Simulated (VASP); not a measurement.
# GaCo (P4/mmm) in VASP: further runs

The runs below take GaCo through single point, with PBEsol.

All numbers are computed with VASP 6.6.1; they aren't measurements. Logs are shortened: lines on timing, memory, paths and dates and some standing lists are left out, and cuts for length are marked.

## (1) The cell of the first run

The structure is tetragonal, space group P4/mmm (No. 123). The conventional cell has a = 2.862 Å, b = 2.862 Å, c = 2.812 Å, α = 90.00°, β = 90.00°, γ = 90.00°. Within 3.3 Å of Ga (site symmetry 4/mmm) lie 8 Co at 2.46 Å and 6 Ga at 2.81 to 2.86 Å. Within 3.3 Å of Co (site symmetry 4/mmm) lie 8 Ga at 2.46 Å and 6 Co at 2.81 to 2.86 Å.

## (2) Single point, PBEsol

The input, INCAR:

```
SYSTEM = GaCo
ALGO = Normal ; EDIFF = 1E-6
ENCUT = 520 ; GGA = PS
ISIF = 2 ; ISMEAR = 0
LASPH = .True. ; LCHARG = .False.
LREAL = .False. ; LWAVE = .False.
NBANDS = 18 ; NELM = 100
PREC = Accurate ; SIGMA = 0.1
```

The input, KPOINTS:

```
k-points
0
Gamma
  12 12 12
  0 0 0
```

The input, POSCAR:

```
GaCo
1.0
    2.8621655518      0.0000000000      0.0000000000
    0.0000000000      2.8621655518      0.0000000000
    0.0000000000      0.0000000000      2.8124058901
Ga Co
1 1
Direct
    0.0000000000      0.0000000000      0.0000000000
    0.5000000000      0.5000000000      0.5000000000
```

Potentials or basis: VASP PAW PBE potentials, release 64 (Ga_d, Co).

The run is started by

```console
> cat potpaw_PBE.64/Ga_d/POTCAR potpaw_PBE.64/Co/POTCAR > POTCAR
> mpirun -np 1 vasp_std > vasp.out
```

OUTCAR:

```text
SYSTEM = GaCo
   EDIFF = 1E-6
   ENCUT = 520
   GGA = PS
   ISIF = 2
   ISMEAR = 0
   LASPH = .True.
   LREAL = .False.
   NELM = 100
   PREC = Accurate

 ion  position               nearest neighbor table
   1  0.000  0.000  0.000-   2 2.46   2 2.46   2 2.46   2 2.46   2 2.46   2 2.46   2 2.46   2 2.46

   2  0.500  0.500  0.500-   1 2.46   1 2.46   1 2.46   1 2.46   1 2.46   1 2.46   1 2.46   1 2.46

  LATTYP: Found a simple tetragonal cell.
 ALAT       =     2.8621655518
 C/A-ratio  =     0.9826146808

  Lattice vectors:

 A1 = (   2.8621655518,   0.0000000000,   0.0000000000)
 A2 = (   0.0000000000,   2.8621655518,   0.0000000000)
 A3 = (   0.0000000000,   0.0000000000,   2.8124058901)

Analysis of symmetry for initial positions (statically):
=====================================================================
 Subroutine PRICEL returns:
 Original cell was already a primitive cell.

 Routine SETGRP: Setting up the symmetry group for a
 simple tetragonal supercell.

 Subroutine GETGRP returns: Found 16 space group operations
 (whereof 16 operations were pure point group operations)
 out of a pool of 16 trial point group operations.

The static configuration has the point symmetry D_4h.

Analysis of symmetry for dynamics (positions and initial velocities):
=====================================================================
 Subroutine PRICEL returns:
 Original cell was already a primitive cell.

 Routine SETGRP: Setting up the symmetry group for a
 simple tetragonal supercell.

 Subroutine GETGRP returns: Found 16 space group operations
 (whereof 16 operations were pure point group operations)
 out of a pool of 16 trial point group operations.

The dynamic configuration has the point symmetry D_4h.

 Subroutine INISYM returns: Found 16 space group operations
 (whereof 16 operations are pure point group operations),
 and found     1 'primitive' translations

----------------------------------------------------------------------------------------

                                     Primitive cell

  volume of cell :      23.0392

  direct lattice vectors                    reciprocal lattice vectors
     2.862165552  0.000000000  0.000000000     0.349385800  0.000000000  0.000000000
     0.000000000  2.862165552  0.000000000     0.000000000  0.349385800  0.000000000
     0.000000000  0.000000000  2.812405890     0.000000000  0.000000000  0.355567453

  length of vectors
     2.862165552  2.862165552  2.812405890     0.349385800  0.349385800  0.355567453

  position of ions in fractional coordinates (direct lattice)
     0.000000000  0.000000000  0.000000000
     0.500000000  0.500000000  0.500000000

  ion indices of the primitive-cell ions
   primitive index   ion index
                 1           1
                 2           2

----------------------------------------------------------------------------------------

 KPOINTS: k-points

Automatic generation of k-mesh.
 Grid dimensions read from file:
 generate k-points for:   12   12   12

 Generating k-lattice:

  Cartesian coordinates                     Fractional coordinates (reciprocal lattice)
     0.029115483  0.000000000  0.000000000     0.083333333  0.000000000  0.000000000
     0.000000000  0.029115483  0.000000000     0.000000000  0.083333333  0.000000000
     0.000000000  0.000000000  0.029630621     0.000000000  0.000000000  0.083333333

  Length of vectors
     0.029115483  0.029115483  0.029630621

  Shift w.r.t. Gamma in fractional coordinates (k-lattice)
     0.000000000  0.000000000  0.000000000

 Subroutine IBZKPT returns following result:
 ===========================================

 Found    196 irreducible k-points:

 Following reciprocal coordinates:
            Coordinates               Weight
  0.000000  0.000000  0.000000      1.000000
  0.083333  0.000000  0.000000      4.000000
  0.166667  0.000000  0.000000      4.000000
  0.250000  0.000000  0.000000      4.000000
  0.333333  0.000000  0.000000      4.000000
  0.416667  0.000000  0.000000      4.000000
[... 16 lines left out ...]
  0.333333  0.333333  0.000000      4.000000
  0.416667  0.333333  0.000000      8.000000
 [... further k-points ...]
   k-points           NKPTS =    196   k-points in BZ     NKDIM =    196   number of bands    NBANDS=     18
   number of dos      NEDOS =    301   number of ions     NIONS =      2
   total plane-waves  NPLWV =  13824
   dimension x,y,z NGX =    24 NGY =   24 NGZ =   24
   dimension x,y,z NGXF=    48 NGYF=   48 NGZF=   48
   ions per type =               1   1
   NGX,Y,Z   is equivalent  to a cutoff of  13.94, 13.94, 14.19 a.u.
   NGXF,Y,Z  is equivalent  to a cutoff of  27.88, 27.88, 28.37 a.u.
 SYSTEM =  GaCo
   PREC   = accura    normal or accurate (medium, high low for compatibility)
   ISTART =      0    job   : 0-new  1-cont  2-samecut
   ICHARG =      2    charge: 1-file 2-atom 10-const
   ISPIN  =      1    spin polarized calculation?
   LNONCOLLINEAR =      F non collinear calculations
   LSORBIT =      F    spin-orbit coupling
   LASPH  =      T    aspherical Exc in radial PAW
   ENCUT  =  520.0 eV  38.22 Ry    6.18 a.u.   5.32  5.32  5.23*2*pi/ulx,y,z
   NELM   =    100;   NELMIN=  2; NELMDL= -5     # of ELM steps
   EDIFF  = 0.1E-05   stopping-criterion for ELM
   LREAL  =      F    real-space projection
   EDIFFG = 0.1E-04   stopping-criterion for IOM
   NSW    =      0    number of steps for IOM
   IBRION =     -1    ionic relax: 0-MD 1-quasi-New 2-CG
   NFREE  =      0    steps in history (QN), initial steepest desc. (CG)
   ISIF   =      2    stress and relaxation
   ISYM   =      2    0-nonsym 1-usesym 2-fastsym
   POTIM  = 0.5000    time-step for ionic-motion
   TEBEG  =    0.0;   TEEND  =   0.0 temperature during run
   PSTRESS=    0.0 pullay stress
   NELECT =      22.0000    total number of electrons
   NUPDOWN=      -1.0000    fix difference up-down
   EMIN   =  10.00;   EMAX   =-10.00  energy-range for DOS
   EFERMI =   0.00;   METHOD = LEGACY
   ISMEAR =     0;   SIGMA  =   0.10  broadening in eV -4-tet -1-fermi 0-gaus
   EFERMI_NEDOS =   21; number of points for ismear=-14 and -15
   IALGO  =     38    algorithm
   IMIX   =      4    mixing-type and parameters
     AMIX     =   0.40;   BMIX     =  1.00
     AMIX_MAG =   1.60;   BMIX_MAG =  1.00
  volume/ion in A,a.u.               =      11.52        77.74
  Fermi-wavevector in a.u.,A,eV,Ry     =   1.612105  3.046436 35.359927  2.598881
  Thomas-Fermi vector in A             =   2.707388
   LORBIT       =      0    0 simple, 1 ext, 2 COOP (PROOUT), +10 PAW based schemes
   GGA     = PS    functional components
   LHFCALC =     F    Hartree Fock is set to
   AEXX    =    0.0000 exact exchange contribution
   IVDW    =     0    specifies the selected vdW correction
   LEPSILON=     F    determine dielectric tensor
   LRPA    =     F    only Hartree local field effects (RPA)
 non-spin polarized calculation
 Gauss-broadening in eV      SIGMA  =   0.10
  energy-cutoff  :      520.00
  volume of cell :       23.04
 maximum number of plane-waves:       633
 NGX is ok and might be reduce to    24
   NGX = 11   NGY = 11   NGZ = 11

 number of electron      22.0000002 magnetization

 Free energy of the ion-electron system (eV)
  ---------------------------------------------------
  ext. energy  EPLUGINS =         0.00000000
  ---------------------------------------------------
  free energy    TOTEN  =       -11.77623967 eV

  energy without entropy =      -11.77002468  energy(sigma->0) =      -11.77313218

 E-fermi :  10.0801     XC(G=0): -13.5501

 val. band max:       10.0760397544   @ k =   0.5000   0.4167   0.1667
 cond. band min:      10.0817199415   @ k =   0.5000   0.2500   0.0000
 fundamental gap:      0.0056801871
 Fermi energy:        10.0800740597

 k-point     1 :       0.0000    0.0000    0.0000
  band No.  band energies     occupation
      1      -5.0976      2.00000
      2      -5.0756      2.00000
      3      -4.7078      2.00000
      4      -4.6987      2.00000
      5      -4.6987      2.00000
      6      -2.3075      2.00000
[... 10 lines left out ...]
     17      23.2253      0.00000
     18      33.0655      0.00000

 k-point     2 :       0.0833    0.0000    0.0000
  band No.  band energies     occupation
      1      -5.0913      2.00000
      2      -5.0586      2.00000
      3      -4.7147      2.00000
      4      -4.7055      2.00000
      5      -4.6970      2.00000
      6      -2.1741      2.00000
[... 10 lines left out ...]
     17      23.7828      0.00000
     18      32.0089      0.00000

 k-point     3 :       0.1667    0.0000    0.0000
  band No.  band energies     occupation
      1      -5.0784      2.00000
      2      -5.0093      2.00000
      3      -4.7336      2.00000
      4      -4.7240      2.00000
      5      -4.6926      2.00000
      6      -1.7733      2.00000
[... 10 lines left out ...]
     17      26.0504      0.00000
     18      30.2634      0.00000

 k-point     4 :       0.2500    0.0000    0.0000
  band No.  band energies     occupation
      1      -5.0624      2.00000
      2      -4.9432      2.00000
      3      -4.7593      2.00000
      4      -4.7491      2.00000
      5      -4.6864      2.00000
      6      -1.1071      2.00000
[... 375 lines left out ...]
      4      -4.7466      2.00000
      5      -4.6880      2.00000
      6       2.5720      2.00000
[... 10 lines left out ...]
     17      24.9861      0.00000
     18      26.1936      0.00000

 k-point    23 :       0.3333    0.3333    0.0000
  band No.  band energies     occupation
      1      -4.9740      2.00000
      2      -4.9532      2.00000
      3      -4.7872      2.00000
      4      -4.7732      2.00000
      5      -4.6844      2.00000
      6       1.6648      2.00000
[... 10 lines left out ...]
     17      27.0851      0.00000
     18      27.2791      0.00000

 k-point    24 :       0.4167    0.3333    0.0000
  band No.  band energies     occupation
      1      -4.9927      2.00000
      2      -4.9630      2.00000
      3      -4.8048      2.00000
      4      -4.7810      2.00000
      5      -4.6314      2.00000
      6       2.5382      2.00000
[... 10 lines left out ...]
     17      26.4214      0.00000
     18      26.5686      0.00000

 [... further k-points ...]

------------------------ aborting loop because EDIFF is reached ----------------------------------------

  FORCE on cell =-STRESS in cart. coord.  units (eV):
  Direction    XX          YY          ZZ          XY          YZ          ZX
  --------------------------------------------------------------------------------------
  -------------------------------------------------------------------------------------
  Total       -0.2172545     -0.2172545      0.0204300      0.0000000      0.0000000      0.0000000
  in kB      -15.1081707    -15.1081707      1.4207329      0.0000000      0.0000000      0.0000000
  external PRESSURE =      -9.5985361 kB  Pullay stress =       0.0000000 kB

 VOLUME and BASIS-vectors are now :
 -----------------------------------------------------------------------------
  energy-cutoff  :      520.00
  volume of cell :       23.04
      direct lattice vectors                 reciprocal lattice vectors
     2.862165552  0.000000000  0.000000000     0.349385800  0.000000000  0.000000000
     0.000000000  2.862165552  0.000000000     0.000000000  0.349385800  0.000000000
     0.000000000  0.000000000  2.812405890     0.000000000  0.000000000  0.355567453

 POSITION                                       TOTAL-FORCE (eV/Angst)
 -----------------------------------------------------------------------------------
      0.00000      0.00000      0.00000         0.000000      0.000000      0.000000
      1.43108      1.43108      1.40620         0.000000      0.000000      0.000000
 -----------------------------------------------------------------------------------
    total drift:                                0.000000      0.000000     -0.000000

  FREE ENERGIE OF THE ION-ELECTRON SYSTEM (eV)
  ---------------------------------------------------
  free  energy   TOTEN  =       -11.7762396745 eV

  energy  without entropy=      -11.7700246848  energy(sigma->0) =      -11.77313218
```

It took 2.1 min on 1 thread of AMD EPYC, shared host; peak memory 0.18 GiB.

What came out:

```yaml
Free_energy: -11.7762 eV
Pressure: -1.0 GPa
Band_gap_on_the_k_mesh: zero (bands 11 and 12 overlap by 1.89 eV)
```

Stress tensor (GPa, compression positive):
```
-1.51  0.00  0.00
 0.00 -1.51  0.00
 0.00  0.00  0.14
```

Caveat: the PAW data sets were made with another functional, which shifts forces and pressure a little; the run has no spin polarisation, though such a crystal can be magnetic.

[end of part 1 of 2]
